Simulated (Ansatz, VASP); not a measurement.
## SnSe2 in VASP and in Ansatz

```xyz
6
Lattice="-3.8390 0.0000 0.0000 -1.9195 -3.3247 0.0000 -3.1992 -2.2165 12.0233" Properties=species:S:1:pos:R:3 pbc="T T T"
Sn    0.0000    0.0000    9.0174
Sn    0.0000    0.0000    3.0058
Se   -1.9195   -1.1082   10.6114
Se   -1.9195   -1.1082    4.5998
Se   -3.8390   -2.2165    1.4118
Se   -3.8390   -2.2165    7.4234
```

Alike in both runs: task single point; functional PBE; dispersion D3(BJ); k mesh 10 × 10 × 3; occupations gaussian, width 0.03 eV; no spin polarisation.

|  | VASP | Ansatz |
| --- | --- | --- |
| version | VASP 6.6.1 | Ansatz 0.2.0 |
| potentials or method | VASP PAW PBE potentials, release 64 (Sn_d, Se), cutoff 520 eV | scalar-relativistic, plane waves, PAW |
| valence electrons in the cell | 52 | 92 |

|  | VASP | Ansatz | Ansatz less VASP |
| --- | --- | --- | --- |
| gap on the k mesh at the Fermi level (eV) | none | none | - |
| pressure (GPa) | 1.4 | 1.4 | -0.06 |
| traceless stress, the component that is largest in VASP (GPa) | 2.31 | 2.31 | -0.007 |
| rms of the force components (eV/Å) | 0.218 | 0.221 | +0.0030 |

Atom by atom the forces differ by 0.007 eV/Å (rms over components). A gap of «none» marks a metal or a gap that the smearing closes. VASP's potentials hold 52 valence electrons a cell and Ansatz's 92, so a difference there can come from the potentials and not from the codes.
